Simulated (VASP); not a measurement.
# H15C2NO6 in VASP: further runs

H15C2NO6 is run at these levels: PBE+D3(BJ); tasks: single point.

Program: VASP 6.6.1. These are calculated values, not measurements. Logs are shortened: lines on timing, memory, paths and dates and some standing lists are left out, and cuts for length are marked.

### Step 1. The cell of the first run

The cell holds an amorphous packing of atoms, 24 atoms: a = 6.647 Å, b = 6.647 Å, c = 6.647 Å, α = 90.00°, β = 90.00°, γ = 90.00°.

### Step 2. Single point, PBE+D3(BJ)

Contents of INCAR:

```
ALGO = Normal ; EDIFF = 1E-6
ENCUT = 520 ; GGA = PE
ISIF = 2 ; ISMEAR = -1
IVDW = 12 ; LASPH = True
LCHARG = True ; LELF = True
LREAL = Auto ; LVHAR = True
LWAVE = False ; NBANDS = 50
NELM = 80 ; PREC = Accurate
SIGMA = 0.05
```

Contents of KPOINTS:

```
k-points
0
Gamma
  1 1 1
```

Contents of POSCAR:

```
H15C2NO6
1.0
    6.6471370000      0.0000000000      0.0000000000
    0.0000000000      6.6471370000      0.0000000000
    0.0000000000      0.0000000000      6.6471370000
O H C N
6 15 2 1
Direct
    0.9507551898      0.4304108671      0.3461189381
    0.1047819535      0.5244062218      0.8380600550
    0.4751368898      0.7071315064      0.6314447859
    0.1617388057      0.0319836946      0.2213584585
    0.8011268611      0.1288675109      0.7956207312
    0.4260932188      0.1913756253      0.6039141363
    1.0227862010      0.4801916976      0.2296627856
    0.9704027463      0.2786613244      0.3036946583
    0.0142166470      0.4701272142      0.7325710302
    0.1952870837      0.4165251897      0.8668995389
    0.5851692240      0.7771616562      0.6883565060
    0.3504215424      0.7102456291      0.7080491947
    0.2405246048      0.1139889249      0.1285214973
    0.1455062533     -0.0927166087      0.1456566940
    0.7810580706      0.1094305714      0.9455499413
    0.6738088895      0.1741200761      0.7617715717
    0.4730156758      0.3123449991      0.5406538183
    0.3462844229      0.1602795309      0.4847199629
    0.7165039625      0.7043633974      0.3014380477
    0.8374131600      0.6272174020      0.0481410267
    0.6092999136      0.8020144613      0.0686611394
    0.6892441061      0.6815565859      0.1256781679
    0.5684853494      0.5016144545      0.1251215373
    0.4768970461      0.3555064383      0.0953192329
```

Potentials or basis: VASP PAW PBE potentials, release 64 (O, H, C, N).

Launch:

```bash
cat potpaw_PBE.64/O/POTCAR potpaw_PBE.64/H/POTCAR potpaw_PBE.64/C/POTCAR potpaw_PBE.64/N/POTCAR > POTCAR
mpirun -np 1 vasp_gam > vasp.out
```

OUTCAR:

```text
EDIFF = 1E-6
   ENCUT = 520
   GGA = PE
   ISIF = 2
   ISMEAR = -1
   IVDW = 12
   LASPH = True
   LREAL = Auto
   NELM = 80
   PREC = Accurate
 IVDW          = 12

 ion  position               nearest neighbor table
   1  0.951  0.430  0.346-   7 0.97   8 1.06
   2  0.105  0.524  0.838-  10 0.96   9 0.99
   3  0.475  0.707  0.631-  11 0.95  12 0.97
   4  0.162  0.032  0.221-  14 0.98  13 0.98
   5  0.801  0.129  0.796-  16 0.93  15 1.01
   6  0.426  0.191  0.604-  17 0.96  18 0.98
   7  0.023  0.480  0.230-   1 0.97
   8  0.970  0.279  0.304-   1 1.06
   9  0.014  0.470  0.733-   2 0.99
  10  0.195  0.417  0.867-   2 0.96
  11  0.585  0.777  0.688-   3 0.95
  12  0.350  0.710  0.708-   3 0.97
  13  0.241  0.114  0.129-   4 0.98
  14  0.146  0.907  0.146-   4 0.98
  15  0.781  0.109  0.946-   5 1.01
  16  0.674  0.174  0.762-   5 0.93
  17  0.473  0.312  0.541-   6 0.96
  18  0.346  0.160  0.485-   6 0.98
  19  0.717  0.704  0.301-  22 1.19
  20  0.837  0.627  0.048-  22 1.17
  21  0.609  0.802  0.069-  22 1.03
  22  0.689  0.682  0.126-  21 1.03  20 1.17  19 1.19  23 1.44
  23  0.568  0.502  0.125-  24 1.16  22 1.44
  24  0.477  0.356  0.095-  23 1.16

  LATTYP: Found a simple cubic cell.
 ALAT       =     6.6471370000

  Lattice vectors:

 A1 = (   6.6471370000,   0.0000000000,   0.0000000000)
 A2 = (   0.0000000000,   6.6471370000,   0.0000000000)
 A3 = (   0.0000000000,   0.0000000000,   6.6471370000)

Analysis of symmetry for initial positions (statically):
=====================================================================
 Subroutine PRICEL returns:
 Original cell was already a primitive cell.

 Routine SETGRP: Setting up the symmetry group for a
 simple cubic supercell.

 Subroutine GETGRP returns: Found  1 space group operations
 (whereof  1 operations were pure point group operations)
 out of a pool of 48 trial point group operations.

The static configuration has the point symmetry C_1 .

Analysis of symmetry for dynamics (positions and initial velocities):
=====================================================================
 Subroutine PRICEL returns:
 Original cell was already a primitive cell.

 Routine SETGRP: Setting up the symmetry group for a
 simple cubic supercell.

 Subroutine GETGRP returns: Found  1 space group operations
 (whereof  1 operations were pure point group operations)
 out of a pool of 48 trial point group operations.

The dynamic configuration has the point symmetry C_1 .

 Subroutine INISYM returns: Found  1 space group operations
 (whereof  1 operations are pure point group operations),
 and found     1 'primitive' translations

----------------------------------------------------------------------------------------

                                     Primitive cell

  volume of cell :     293.7000

  direct lattice vectors                    reciprocal lattice vectors
     6.647137000  0.000000000  0.000000000     0.150440709  0.000000000  0.000000000
     0.000000000  6.647137000  0.000000000     0.000000000  0.150440709  0.000000000
     0.000000000  0.000000000  6.647137000     0.000000000  0.000000000  0.150440709

  length of vectors
     6.647137000  6.647137000  6.647137000     0.150440709  0.150440709  0.150440709

  position of ions in fractional coordinates (direct lattice)
     0.950755190  0.430410867  0.346118938
     0.104781954  0.524406222  0.838060055
     0.475136890  0.707131506  0.631444786
     0.161738806  0.031983695  0.221358458
     0.801126861  0.128867511  0.795620731
     0.426093219  0.191375625  0.603914136
[... 16 lines left out ...]
     0.568485349  0.501614455  0.125121537
     0.476897046  0.355506438  0.095319233

  ion indices of the primitive-cell ions
   primitive index   ion index
                 1           1
                 2           2
                 3           3
                 4           4
                 5           5
                 6           6
[... 16 lines left out ...]
                23          23
                24          24

----------------------------------------------------------------------------------------

 KPOINTS: k-points

Automatic generation of k-mesh.
 Grid dimensions read from file:
 generate k-points for:    1    1    1

 Generating k-lattice:

  Cartesian coordinates                     Fractional coordinates (reciprocal lattice)
     0.150440709  0.000000000  0.000000000     1.000000000  0.000000000  0.000000000
     0.000000000  0.150440709  0.000000000     0.000000000  1.000000000  0.000000000
     0.000000000  0.000000000  0.150440709     0.000000000  0.000000000  1.000000000

  Length of vectors
     0.150440709  0.150440709  0.150440709

  Shift w.r.t. Gamma in fractional coordinates (k-lattice)
     0.000000000  0.000000000  0.000000000

 Subroutine IBZKPT returns following result:
 ===========================================

 Found      1 irreducible k-points:

 Following reciprocal coordinates:
            Coordinates               Weight
  0.000000  0.000000  0.000000      1.000000
   k-points           NKPTS =      1   k-points in BZ     NKDIM =      1   number of bands    NBANDS=     50
   number of dos      NEDOS =    301   number of ions     NIONS =     24
   total plane-waves  NPLWV = 125000
   dimension x,y,z NGX =    50 NGY =   50 NGZ =   50
   dimension x,y,z NGXF=   100 NGYF=  100 NGZF=  100
   ions per type =               6  15   2   1
   NGX,Y,Z   is equivalent  to a cutoff of  12.51, 12.51, 12.51 a.u.
   NGXF,Y,Z  is equivalent  to a cutoff of  25.01, 25.01, 25.01 a.u.
 SYSTEM =  unknown system
   PREC   = accura    normal or accurate (medium, high low for compatibility)
   ISTART =      0    job   : 0-new  1-cont  2-samecut
   ICHARG =      2    charge: 1-file 2-atom 10-const
   ISPIN  =      1    spin polarized calculation?
   LNONCOLLINEAR =      F non collinear calculations
   LSORBIT =      F    spin-orbit coupling
   LASPH  =      T    aspherical Exc in radial PAW
   ENCUT  =  520.0 eV  38.22 Ry    6.18 a.u.  12.36 12.36 12.36*2*pi/ulx,y,z
   NELM   =     80;   NELMIN=  2; NELMDL= -5     # of ELM steps
   EDIFF  = 0.1E-05   stopping-criterion for ELM
   LREAL  =      T    real-space projection
   EDIFFG = 0.1E-04   stopping-criterion for IOM
   NSW    =      0    number of steps for IOM
   IBRION =     -1    ionic relax: 0-MD 1-quasi-New 2-CG
   NFREE  =      0    steps in history (QN), initial steepest desc. (CG)
   ISIF   =      2    stress and relaxation
   ISYM   =      2    0-nonsym 1-usesym 2-fastsym
   POTIM  = 0.5000    time-step for ionic-motion
   TEBEG  =    0.0;   TEEND  =   0.0 temperature during run
   PSTRESS=    0.0 pullay stress
   NELECT =      64.0000    total number of electrons
   NUPDOWN=      -1.0000    fix difference up-down
   EMIN   =  10.00;   EMAX   =-10.00  energy-range for DOS
   EFERMI =   0.00;   METHOD = LEGACY
   ISMEAR =    -1;   SIGMA  =   0.05  broadening in eV -4-tet -1-fermi 0-gaus
   EFERMI_NEDOS =   21; number of points for ismear=-14 and -15
   IALGO  =     38    algorithm
   IMIX   =      4    mixing-type and parameters
     AMIX     =   0.40;   BMIX     =  1.00
     AMIX_MAG =   1.60;   BMIX_MAG =  1.00
  volume/ion in A,a.u.               =      12.24        82.58
  Fermi-wavevector in a.u.,A,eV,Ry     =   0.985145  1.861654 13.204601  0.970511
  Thomas-Fermi vector in A             =   2.116430
   LORBIT       =      0    0 simple, 1 ext, 2 COOP (PROOUT), +10 PAW based schemes
   GGA     = PE    functional components
   LHFCALC =     F    Hartree Fock is set to
   AEXX    =    0.0000 exact exchange contribution
   IVDW    =    12    specifies the selected vdW correction
   LEPSILON=     F    determine dielectric tensor
   LRPA    =     F    only Hartree local field effects (RPA)
 non-spin polarized calculation
  energy-cutoff  :      520.00
  volume of cell :      293.70
 maximum number of plane-waves:      3941
 NGX is ok and might be reduce to    50
   NGX = 25   NGY = 25   NGZ = 25

 number of electron      63.9999999 magnetization

 Free energy of the ion-electron system (eV)
  ---------------------------------------------------
  ext. energy  EPLUGINS =         0.00000000
  ---------------------------------------------------
  free energy    TOTEN  =      -122.65417251 eV

  energy without entropy =     -122.65417251  energy(sigma->0) =     -122.65417251

 E-fermi :  -2.6478     XC(G=0):  -6.3479

 val. band max:       -3.8380399919   @ k =   0.0000   0.0000   0.0000
 cond. band min:       0.5486678807   @ k =   0.0000   0.0000   0.0000
 fundamental gap:      4.3867078726
 Fermi energy:        -2.6478067258

 k-point     1 :       0.0000    0.0000    0.0000
  band No.  band energies     occupation
      1     -22.9598      2.00000
      2     -22.5600      2.00000
      3     -22.4754      2.00000
      4     -22.1973      2.00000
      5     -22.1691      2.00000
      6     -21.9558      2.00000
[... 36 lines left out ...]
     43       5.5775      0.00000
     44       5.8588      0.00000
 [bands above 44 left out]

------------------------ aborting loop because EDIFF is reached ----------------------------------------

 Edisp (eV)   -0.79308

 E8    (eV) :    -0.1711

  FORCE on cell =-STRESS in cart. coord.  units (eV):
  Direction    XX          YY          ZZ          XY          YZ          ZX
  --------------------------------------------------------------------------------------
  -------------------------------------------------------------------------------------
  Total       1.98181     1.46603    -5.72022     0.25158    -3.15792     3.26513
  in kB      10.81105     7.99740   -31.20464     1.37240   -17.22690    17.81175
  external pressure =       -4.13 kB  Pullay stress =        0.00 kB

 VOLUME and BASIS-vectors are now :
 -----------------------------------------------------------------------------
  energy-cutoff  :      520.00
  volume of cell :      293.70
      direct lattice vectors                 reciprocal lattice vectors
     6.647137000  0.000000000  0.000000000     0.150440709  0.000000000  0.000000000
     0.000000000  6.647137000  0.000000000     0.000000000  0.150440709  0.000000000
     0.000000000  0.000000000  6.647137000     0.000000000  0.000000000  0.150440709

 POSITION                                       TOTAL-FORCE (eV/Angst)
 -----------------------------------------------------------------------------------
      6.31980      2.86100      2.30070         0.554351     -3.305708     -0.848924
      0.69650      3.48580      5.57070        -1.087706      0.736358     -0.505391
      3.15830      4.70040      4.19730        -0.757445     -1.279450     -1.309059
      1.07510      0.21260      1.47140        -0.084835     -0.003206     -0.321035
      5.32520      0.85660      5.28860         2.313288     -1.241398      2.849659
      2.83230      1.27210      4.01430        -0.487664      0.153206     -0.711670
[... 16 lines left out ...]
      3.77880      3.33430      0.83170        -0.208582      0.052873     -0.849470
      3.17000      2.36310      0.63360        -0.447434     -0.402838      0.315052
 -----------------------------------------------------------------------------------
    total drift:                                0.011742      0.011634      0.008956

  FREE ENERGIE OF THE ION-ELECTRON SYSTEM (eV)
  ---------------------------------------------------
  free  energy   TOTEN  =      -123.4472567544 eV

  energy  without entropy=     -123.4472567543  energy(sigma->0) =     -123.44725675
```

It took 38 s on 1 thread of Intel Xeon Platinum 8259CL at 2.50GHz (Skylake/Cascade Lake), shared host; peak memory 0.33 GiB.

What came out:

| Item | Value |
| --- | --- |
| Free energy | -123.4473 eV |
| Pressure | -0.4 GPa |
| Largest force | 5.004 eV/Å |
| Band gap on the k mesh | 4.39 eV |
| Dispersion energy per atom | -0.033 eV |

Forces on the atoms (eV/Å):
```
O    0.554 -3.306 -0.849
O   -1.088  0.736 -0.505
O   -0.757 -1.279 -1.309
O   -0.085 -0.003 -0.321
O    2.313 -1.241  2.850
O   -0.488  0.153 -0.712
H    0.284  0.769 -0.140
H   -0.487  2.049  1.327
H    0.511  0.168  0.451
H    0.748 -0.803  0.065
H    0.471  0.954  0.874
H    0.276  0.177  0.325
H    0.314  0.316  0.043
H   -0.139 -0.037  0.233
H    0.570  0.244 -1.571
H   -2.815  0.850 -1.256
H    0.903  1.392  0.473
H   -0.601 -1.340  0.218
H    0.003  0.123 -2.325
H   -1.436  1.275  0.505
H   -0.885  1.928 -1.176
C    2.490 -2.775  3.337
C   -0.209  0.053 -0.849
N   -0.447 -0.403  0.315
```

Levels at points of the mesh, in eV from the valence-band top:
```csv
k point,band 29,band 30,band 31,band 32,band 33,band 34,band 35,band 36
"(0.00, 0.00, 0.00)",-0.54,-0.41,-0.18,0.00,4.39,5.92,6.02,6.95
```

Caveat: the k points lie up to 0.95 Å⁻¹ apart.

### Step 3. Single point, PBE+D3(BJ)

Contents of INCAR:

```
PREC = Accurate ; ENCUT = 520
EDIFF = 1E-6 ; ISMEAR = -1
SIGMA = 0.05 ; LREAL = Auto
LASPH = T ; NELM = 80
ALGO = Normal ; ISIF = 2
LWAVE = F ; LCHARG = F
GGA = PE ; IVDW = 12
NBANDS = 50
```

Contents of KPOINTS:

```
Automatic mesh
0
Gamma
  1 1 1
```

Contents of POSCAR:

```
H15C2NO6
1.0
    6.6471370000      0.0000000000      0.0000000000
    0.0000000000      6.6471370000      0.0000000000
    0.0000000000      0.0000000000      6.6471370000
O H C N
6 15 2 1
Direct
    0.9302049890      0.3177608646      0.3121343821
    0.0978616809      0.4724139129      0.8463794262
    0.4556096858      0.6632329076      0.6442773784
    0.1372320143      0.0048291467      0.2401635471
    0.8173744576      0.1861252446      0.7782899615
    0.3983669962      0.1774899479      0.6305270976
    0.9428119204      0.3095618459      0.1701484414
    0.9709443329      0.1904880251      0.3601400122
    0.0076423880      0.3772451207      0.7841721932
    0.2278574971      0.3987731861      0.8320725148
    0.5322592268      0.7992764404      0.6591559644
    0.3173546747      0.6979245350      0.6762159408
    0.2103762868      0.1031421498      0.1817022878
    0.1100473783     -0.0930626223      0.1244746422
    0.7844279424      0.1820182133      0.9162741794
    0.7212127567      0.2492200778      0.6962847313
    0.3665788745      0.2959168737      0.5494846879
    0.3447348836      0.0525639836      0.5559686825
    0.7193773801      0.6767123951      0.2671225221
    0.7475398807      0.6942537817      0.0169847560
    0.5241655167      0.7920552864      0.1367355600
    0.6504755356      0.6750124151      0.1354718580
    0.5519669596      0.4854119902      0.1135827349
    0.4568432996      0.3370172753      0.1320418099
```

Potentials or basis: VASP PAW PBE potentials, release 64 (O, H, C, N).

Launch:

```bash
cat potpaw_PBE.64/O/POTCAR potpaw_PBE.64/H/POTCAR potpaw_PBE.64/C/POTCAR potpaw_PBE.64/N/POTCAR > POTCAR
mpirun -np 1 vasp_gam > vasp.out
```

Run time: 38 s. Hardware: 1 thread of Intel Xeon Platinum 8259CL at 2.50GHz (Skylake/Cascade Lake), shared host; peak memory 0.33 GiB.

The run converged. Its results:

```yaml
Free_energy: -123.1341 eV
Pressure: 1.6 GPa
Largest_force: 5.890 eV/Å
Band_gap_on_the_k_mesh: 4.31 eV
Dispersion_energy_per_atom: -0.033 eV
```

Forces in eV/Å, atoms in the order of the input:
```
O   -1.028  2.128  0.993
O    1.720  0.270  0.208
O    1.633  2.474  0.167
O   -2.464 -5.349  0.091
O    2.527 -1.158 -0.628
O   -0.677 -1.742 -0.766
H    0.338  0.098 -1.047
H    0.403 -1.434  0.342
H   -0.924 -0.596 -0.362
H   -0.650  0.541  0.376
H   -1.205 -2.349 -0.227
H   -0.376 -0.156  0.156
H    2.855  3.615 -1.961
H    0.343  1.094  1.703
H   -1.097  0.200  1.068
H   -1.843  0.619 -0.549
H   -0.042 -0.411 -0.288
H    0.585  2.283  0.710
H    2.347  0.118  4.169
H    1.757  0.737 -2.031
H    1.039 -0.511 -0.135
C   -4.474  0.534 -2.321
C   -1.557 -2.019  0.930
N    0.792  1.014 -0.597
```

Stress tensor (GPa, compression positive):
```
 2.22 -0.42  0.09
-0.42 -0.76 -1.88
 0.09 -1.88  3.21
```

Levels at points of the mesh, in eV from the valence-band top:
```tsv
k point	band 30	band 31	band 32	band 33	band 34	band 35
(0.00, 0.00, 0.00)	-0.64	-0.06	0.00	4.31	5.97	6.19
```

Caveat: the k points lie up to 0.95 Å⁻¹ apart.

### Step 4. Single point, PBE+D3(BJ)

Contents of INCAR:

```
ALGO = Normal ; EDIFF = 1E-6
ENCUT = 520 ; GGA = PE
ISIF = 2 ; ISMEAR = -1
IVDW = 12 ; LASPH = T
LCHARG = T ; LELF = T
LREAL = Auto ; LVHAR = T
LWAVE = F ; NBANDS = 50
NELM = 60 ; PREC = Accurate
SIGMA = 0.05
```

Contents of KPOINTS:

```
k-points
0
Gamma
  1 1 1
```

Contents of POSCAR:

```
H15C2NO6
1.0
    6.6471370000      0.0000000000      0.0000000000
    0.0000000000      6.6471370000      0.0000000000
    0.0000000000      0.0000000000      6.6471370000
O H C N
6 15 2 1
Direct
    0.8630633008      0.3154440777      0.3023406919
    0.0877821534      0.4842686408      0.8279504394
    0.4244835032      0.6741549031      0.6441570258
    0.1944295717     -0.0106812903      0.2112638870
    0.7352488748      0.2200797125      0.7652768402
    0.3554763502      0.1653644268      0.6119928023
    0.9046451126      0.3778619276      0.1761660697
    0.9736071334      0.2211177534      0.2961274907
   -0.0346916274      0.4074536150      0.7977720333
    0.1333055118      0.4170667763      0.9400287673
    0.5061878520      0.7550619161      0.7293215109
    0.2989858641      0.6480835283      0.7240109539
    0.2901700386      0.0919042288      0.1624308330
    0.2246380660     -0.1422266458      0.1846960579
    0.6019734511      0.2679198578      0.8212407838
    0.6934414019      0.2416077779      0.6230802825
    0.2336645085      0.1816571556      0.6949909412
    0.2829789728      0.0815388640      0.5114231887
    0.7556486349      0.5772710868      0.2833701186
    0.7162181252      0.6112105106     -0.0078530050
    0.5831081863      0.7779589920      0.1804686740
    0.6511675628      0.6355668613      0.1504106204
    0.5072559810      0.4556247299      0.1740749438
    0.4326674777      0.3002796542      0.1580229202
```

Launch:

```bash
cat potpaw_PBE.64/O/POTCAR potpaw_PBE.64/H/POTCAR potpaw_PBE.64/C/POTCAR potpaw_PBE.64/N/POTCAR > POTCAR
mpirun -np 1 vasp_gam > vasp.out
```

Wall time 45 s (1 thread of Intel Xeon Platinum 8259CL at 2.50GHz (Skylake/Cascade Lake), shared host); peak memory 0.33 GiB.

It converged, with:

```yaml
Free_energy: -122.9278 eV
Pressure: 0.4 GPa
Largest_force: 4.073 eV/Å
Band_gap_on_the_k_mesh: 4.04 eV
Dispersion_energy_per_atom: -0.034 eV
```

Forces in eV/Å, atoms in the order of the input:
```
O    1.065 -0.174 -0.557
O   -1.257  1.222 -1.944
O   -1.270 -0.767  0.050
O   -1.696  3.205  1.172
O   -1.495  1.231 -0.311
O   -1.957 -0.809 -0.248
H   -0.645  0.479 -0.126
H    0.363 -1.264  0.934
H   -0.560 -0.061 -0.533
H    1.589 -1.359  2.648
H    0.553  0.865  0.481
H    0.793 -0.076 -0.742
H    0.470 -0.413 -0.026
H    0.967 -2.915 -0.819
H    1.323 -0.701 -0.051
H    0.601 -0.368  0.429
H    0.691  0.635  0.325
H    1.096  0.050 -0.308
H   -0.751  1.724 -1.696
H   -0.286  0.564  1.448
H   -0.278  0.780  0.080
C    0.146 -3.941  1.021
C    1.576  3.014 -1.065
N   -1.037 -0.919 -0.163
```

Stress tensor (GPa, compression positive):
```
-0.20 -1.20  1.13
-1.20  2.38  0.36
 1.13  0.36 -0.93
```

Levels at points of the mesh, in eV from the valence-band top:
```tsv
k point	band 29	band 30	band 31	band 32	band 33	band 34	band 35	band 36
(0.00, 0.00, 0.00)	-0.99	-0.86	-0.44	0.00	4.04	5.31	5.62	6.66
```

Caveat: the k points lie up to 0.95 Å⁻¹ apart.

(Continued in part 2 of 2.)
